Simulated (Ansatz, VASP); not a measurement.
GaCuCCl4O in VASP and in Ansatz

Contents of INCAR:

```
SYSTEM = GaCuCCl4O
  PREC = Accurate
  ENCUT = 520
  EDIFF = 1E-8
  ISMEAR = -1
  SIGMA = 0.02
  LREAL = Auto
  LASPH = .TRUE.
  NELM = 100
  ALGO = Normal
  ISIF = 2
  LWAVE = .FALSE.
  LCHARG = .FALSE.
  GGA = PE
  LEFG = .TRUE.
  NBANDS = 76
```

KPOINTS

```
regular mesh
0
G
  3 3 3
  0 0 0
```

The input POSCAR:

```
GaCuCCl4O
1.0
    6.8769000000      0.0000000000      0.0000000000
    0.5222281150      6.9960358808      0.0000000000
    3.0741926905      1.1449101349      8.1219214749
Ga Cu C Cl O
2 2 2 8 2
Direct
    0.2011000000      0.7558000000      0.7617400000
    0.7989000000      0.2442000000      0.2382600000
    0.0237600000      0.7350800000      0.2185500000
    0.9762400000      0.2649200000      0.7814500000
    0.2892000000      0.7746000000      0.2157000000
    0.7108000000      0.2254000000      0.7843000000
    0.9274200000      0.7586800000      0.9805000000
    0.0725800000      0.2413200000      0.0195000000
    0.7886000000      0.9691900000      0.3839500000
    0.2114000000      0.0308100000      0.6160500000
    0.8435900000      0.4550100000      0.3785300000
    0.1564100000      0.5449900000      0.6214700000
    0.4715700000      0.6949900000      0.8196000000
    0.5284300000      0.3050100000      0.1804000000
    0.4415000000      0.8046000000      0.2211000000
    0.5585000000      0.1954000000      0.7789000000
```

Input for Ansatz:

```yaml
crystal:
  lattice:
    - [6.8769, 0.0, 0.0]
    - [0.522228115, 6.9960358808, 0.0]
    - [3.0741926905, 1.1449101349, 8.1219214749]
  atoms:
    - { symbol: Ga, position: [0.2011, 0.7558, 0.76174] }
    - { symbol: Ga, position: [0.7989, 0.2442, 0.23826] }
    - { symbol: Cu, position: [0.02376, 0.73508, 0.21855] }
    - { symbol: Cu, position: [0.97624, 0.26492, 0.78145] }
    - { symbol: C, position: [0.2892, 0.7746, 0.2157] }
    - { symbol: C, position: [0.7108, 0.2254, 0.7843] }
    - { symbol: Cl, position: [0.92742, 0.75868, 0.9805] }
    - { symbol: Cl, position: [0.07258, 0.24132, 0.0195] }
    - { symbol: Cl, position: [0.7886, 0.96919, 0.38395] }
    - { symbol: Cl, position: [0.2114, 0.03081, 0.61605] }
    - { symbol: Cl, position: [0.84359, 0.45501, 0.37853] }
    - { symbol: Cl, position: [0.15641, 0.54499, 0.62147] }
    - { symbol: Cl, position: [0.47157, 0.69499, 0.8196] }
    - { symbol: Cl, position: [0.52843, 0.30501, 0.1804] }
    - { symbol: O, position: [0.4415, 0.8046, 0.2211] }
    - { symbol: O, position: [0.5585, 0.1954, 0.7789] }
kpoints:
  mp_grid: { grid: [3, 3, 3] }
scf:
  occupations: { method: fermi_dirac, width: 0.02 }
hamiltonian:
  xc: pbe
  pseudopotentials: { kind: paw }
output:
  forces: true
  stress: true
  populations: true
  efg:
    quadrupole_moments_barn: { Ga: 0.107, Cu: -0.22, Cl: -0.08112, O: -0.02558 }
    contact_densities: true
```

Alike in both runs: task electric field gradients; functional PBE; k mesh 3 × 3 × 3; occupations fermi-dirac, width 0.02 eV; no spin polarisation.

|  | VASP | Ansatz |
| --- | --- | --- |
| version | VASP 6.6.1 | Ansatz 0.2.0 |
| potentials or method | VASP PAW PBE potentials, release 64 (Ga_d, Cu, C, Cl, O) | plane-wave PAW, scalar-relativistic |
| plane-wave cutoff (eV) | 520 | 420 |
| valence electrons in the cell | 124 | 140 |

|  | VASP | Ansatz | Ansatz less VASP |
| --- | --- | --- | --- |
| gap on the k mesh at the Fermi level (eV) | 3.64 | 3.61 | -0.026 |
| pressure (GPa) | 4.6 | 4.4 | -0.23 |
| traceless stress, the component that is largest in VASP (GPa) | 3.16 | 2.50 | -0.653 |
| rms of the force components (eV/Å) | 1.802 | 1.478 | -0.3240 |
| size of Vzz on the site where it differs most (V/Å²) | 84.7 | 73.7 | -11.04 |

Atom by atom the forces differ by 0.344 eV/Å (rms over components). VASP's potentials hold 124 valence electrons a cell and Ansatz's 140, so a difference there can come from the potentials and not from the codes.

Noted on VASP's run: the standard files for N, O and F lose accuracy on very short bonds.
